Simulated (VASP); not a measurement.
# Se (P3_121) in VASP: a series of runs, part 2 of 2

VASP 6.6.1.

### Step 5. Single point, PBE+D3(BJ) (volume 24.498 Å^3 an atom, c/a of the conventional cell 1.3660)

Contents of INCAR:

```
ALGO     = Normal         # electronic algorithm
EDIFF    = 1E-6           # SCF threshold, eV
ENCUT    = 520            # plane-wave cutoff, eV
GGA      = PE             # functional
ISIF     = 2              # what is computed and relaxed
ISMEAR   = 0              # smearing method
IVDW     = 12             # dispersion correction
LASPH    = True           # aspherical terms in the spheres
LCHARG   = False          # write CHGCAR
LREAL    = False          # projectors in reciprocal space
LWAVE    = False          # write WAVECAR
NBANDS   = 16             # bands
NELM     = 100            # most SCF steps
PREC     = Accurate       # precision mode
SIGMA    = 0.05           # smearing width, eV
```

Contents of KPOINTS:

```
k-points
0
Gamma
  12 12 8
```

Contents of POSCAR:

```
Se
1.0
    3.9605536098      0.0000000000      0.0000000000
   -1.9802768049      3.4299400391      0.0000000000
    0.0000000000      0.0000000000      5.4101162309
Se
3
Direct
    0.2473450684      0.0000000000      0.3333333333
    0.0000000000      0.2473450684      0.6666666667
    0.7526549316      0.7526549316      0.0000000000
```

Started as:

```sh
$ cat potpaw_PBE.64/Se/POTCAR > POTCAR
$ mpirun -np 1 vasp_std > vasp.out
```

Run time: 46 s. Hardware: 1 thread of Intel Xeon 6975P-C (Granite Rapids), shared host; peak memory 0.27 GiB.

The run converged. Its results:

```
Free energy                : -11.4462 eV
Pressure                   : -1.7 GPa
Largest force              : 0.047 eV/Å
Band gap on the k mesh     : zero (filled and empty bands touch)
Dispersion energy per atom : -0.357 eV
```

Forces on the atoms (eV/Å):
```
Se  -0.047  0.000  0.000
Se   0.024 -0.041  0.000
Se   0.024  0.041  0.000
```

Stress tensor (GPa, compression positive):
```
-0.36  0.00  0.00
 0.00 -0.36  0.00
 0.00  0.00 -4.29
```

Levels at points of the mesh, in eV from the Fermi level:
| k point | band 5 | band 6 | band 7 | band 8 | band 9 | band 10 | band 11 | band 12 | band 13 | band 14 |
| --- | --- | --- | --- | --- | --- | --- | --- | --- | --- | --- |
| (0.00, 0.00, 0.00) | -3.17 | -3.15 | -1.54 | -1.54 | -0.33 | 1.32 | 1.32 | 2.41 | 6.39 | 6.39 |
| (0.50, 0.00, 0.00) | -4.86 | -3.68 | -3.50 | -1.35 | -0.89 | 1.34 | 1.69 | 4.01 | 4.52 | 8.95 |
| (0.00, 0.00, 0.50) | -2.68 | -2.68 | -1.28 | -0.97 | -0.97 | 0.90 | 1.25 | 1.25 | 5.53 | 7.46 |
| (0.50, 0.00, 0.50) | -4.17 | -4.01 | -2.27 | -1.94 | -0.34 | 0.88 | 2.20 | 3.05 | 5.87 | 7.07 |

Caveat: pairwise dispersion overbinds metals, which lowers pressure and volume.

### Step 6. Single point, PBE+D3(BJ) (volume 25.151 Å^3 an atom, c/a of the conventional cell 1.4220)

Contents of INCAR:

```
  ALGO = Normal
  EDIFF = 1E-6
  ENCUT = 520
  GGA = PE
  ISIF = 2
  ISMEAR = 0
  IVDW = 12
  LASPH = T
  LCHARG = F
  LREAL = F
  LWAVE = F
  NBANDS = 16
  NELM = 60
  PREC = Accurate
  SIGMA = 0.05
```

KPOINTS is that of step 5.

Contents of POSCAR:

```
Se
1.0
    3.9422917510      0.0000000000      0.0000000000
   -1.9711458755      3.4141248055      0.0000000000
    0.0000000000      0.0000000000      5.6059388699
Se
3
Direct
    0.2473450684      0.0000000000      0.3333333333
    0.0000000000      0.2473450684      0.6666666667
    0.7526549316      0.7526549316      0.0000000000
```

Potentials or basis: VASP PAW PBE potentials, release 64 (Se).

Started as:

```sh
$ cat potpaw_PBE.64/Se/POTCAR > POTCAR
$ mpirun -np 1 vasp_std > vasp.out
```

OUTCAR:

```text
EDIFF = 1E-6
   ENCUT = 520
   GGA = PE
   ISIF = 2
   ISMEAR = 0
   IVDW = 12
   LASPH = T
   LREAL = F
   NELM = 60
   PREC = Accurate
 IVDW          = 12

 ion  position               nearest neighbor table
   1  0.247  0.000  0.333-   3 2.52   2 2.52
   2  0.000  0.247  0.667-   3 2.52   1 2.52
   3  0.753  0.753  0.000-   1 2.52   2 2.52

  LATTYP: Found a hexagonal cell.
 ALAT       =     3.9422917510
 C/A-ratio  =     1.4220000000

[... 651 lines left out ...]

 Edisp (eV)   -1.04076

 E8    (eV) :    -0.4302

  FORCE on cell =-STRESS in cart. coord.  units (eV):
  Direction    XX          YY          ZZ          XY          YZ          ZX
  --------------------------------------------------------------------------------------
  -------------------------------------------------------------------------------------
  Total      -0.77552    -0.77552    -4.03093     0.00000    -0.00000     0.00000
  in kB     -16.46751   -16.46751   -85.59331     0.00000    -0.00000     0.00000
  external pressure =      -39.51 kB  Pullay stress =        0.00 kB

 VOLUME and BASIS-vectors are now :
 -----------------------------------------------------------------------------
  energy-cutoff  :      520.00
  volume of cell :       75.45
      direct lattice vectors                 reciprocal lattice vectors
     3.942291751  0.000000000  0.000000000     0.253659562  0.146450417  0.000000000
    -1.971145875  3.414124806  0.000000000     0.000000000  0.292900833  0.000000000
     0.000000000  0.000000000  5.605938870     0.000000000  0.000000000  0.178382252

 POSITION                                       TOTAL-FORCE (eV/Angst)
 -----------------------------------------------------------------------------------
      0.97511      0.00000      1.86865        -0.222921     -0.000000     -0.000000
     -0.48755      0.84447      3.73729         0.111461     -0.193056      0.000000
      1.48359      2.56966      0.00000         0.111461      0.193056     -0.000000
 -----------------------------------------------------------------------------------
    total drift:                               -0.000000     -0.000000      0.000000

  FREE ENERGIE OF THE ION-ELECTRON SYSTEM (eV)
  ---------------------------------------------------
  free  energy   TOTEN  =       -11.3437665587 eV

  energy  without entropy=      -11.3436581249  energy(sigma->0) =      -11.34371234
```

stdout:

```text
POSCAR found type information on POSCAR Se
 POSCAR found :  1 types and       3 ions
 scaLAPACK will be used
 LDA part: xc-table for (Slater+PW92), standard interpolation
 POSCAR, INCAR and KPOINTS ok, starting setup
 FFT: planning ... GRIDC
 FFT: planning ... GRID_SOFT
 FFT: planning ... GRID
 WAVECAR not read
 entering main loop
```

It took 51 s on 1 thread of Intel Xeon 6975P-C (Granite Rapids), shared host; peak memory 0.27 GiB.

Results:

- Free energy: -11.3438 eV
- Pressure: -4.0 GPa
- Largest force: 0.223 eV/Å
- Band gap on the k mesh: zero (filled and empty bands touch)
- Dispersion energy per atom: -0.347 eV

Forces in eV/Å, atoms in the order of the input:
```
Se  -0.223  0.000  0.000
Se   0.111 -0.193  0.000
Se   0.111  0.193  0.000
```

Caveat: pairwise dispersion overbinds metals, which lowers pressure and volume.

### Step 7. The runs side by side

| cell | gap on the mesh (eV) | pressure (GPa) | largest force (eV/Å) |
| --- | --- | --- | --- |
| a = 3.889, b = 3.889, c = 5.312 Å, angles 90.0, 90.0, 120.0°, 3 atoms | none | 2.0 | 0.31 |
| a = 3.873, b = 3.873, c = 5.507 Å, angles 90.0, 90.0, 120.0°, 3 atoms | none | -0.9 | 0.07 |
| a = 3.908, b = 3.908, c = 5.557 Å, angles 90.0, 90.0, 120.0°, 3 atoms | none | -2.6 | 0.08 |
| a = 3.961, b = 3.961, c = 5.410 Å, angles 90.0, 90.0, 120.0°, 3 atoms | none | -1.7 | 0.05 |
| a = 3.942, b = 3.942, c = 5.606 Å, angles 90.0, 90.0, 120.0°, 3 atoms | none | -4.0 | 0.22 |

Alike in all rows: task single point; level PBE+D3(BJ); potentials or basis VASP PAW PBE potentials, release 64 (Se); no spin polarisation; k mesh 12 × 12 × 8; cutoff (eV) 520; smearing gaussian 0.05 eV.

Caveats: pairwise dispersion overbinds metals, which lowers pressure and volume.

Absolute energies hang on the potentials; compare differences alone.
